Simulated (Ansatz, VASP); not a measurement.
## SiC in VASP and in Ansatz

```
Si C
1.0
     3.09500    0.00000    0.00000
    -1.54750    2.68035    0.00000
     0.00000    0.00000   15.17000
Si C
6 6
Direct
  0.66667 0.33333 0.45830
  0.33333 0.66667 0.95830
  0.66667 0.33333 0.79170
  0.33333 0.66667 0.29170
  0.00000 0.00000 0.62500
  0.00000 0.00000 0.12500
  0.66667 0.33333 0.33330
  0.33333 0.66667 0.83330
  0.66667 0.33333 0.66670
  0.33333 0.66667 0.16670
  0.00000 0.00000 0.50000
  0.00000 0.00000 0.00000
```

Alike in both runs: functional RPBE; k mesh 10 × 10 × 2; occupations fermi-dirac, width 0.05 eV; no spin polarisation.

|  | VASP | Ansatz |
| --- | --- | --- |
| version | VASP 6.6.1 | Ansatz 0.2.0 |
| potentials or method | VASP PAW PBE potentials, release 64 (Si, C) | Ansatz PAW |
| plane-wave cutoff (eV) | 520 | 420 |
| valence electrons in the cell | 48 | 48 |
| task | single point | band structure |

|  | VASP | Ansatz | Ansatz less VASP |
| --- | --- | --- | --- |
| gap on the k mesh at the Fermi level (eV) | 2.03 | 2.04 | +0.005 |
| least direct gap on the mesh (eV) | 3.12 | 3.13 | +0.012 |
| pressure (GPa) | 2.9 | 3.4 | +0.50 |
| traceless stress, the component that is largest in VASP (GPa) | 0.49 | 0.49 | 0.000 |
| rms of the force components (eV/Å) | 0.039 | 0.039 | 0.0000 |

VASP's potentials were made for PBE, not for RPBE. Atom by atom the forces differ by 0.000 eV/Å (rms over components).
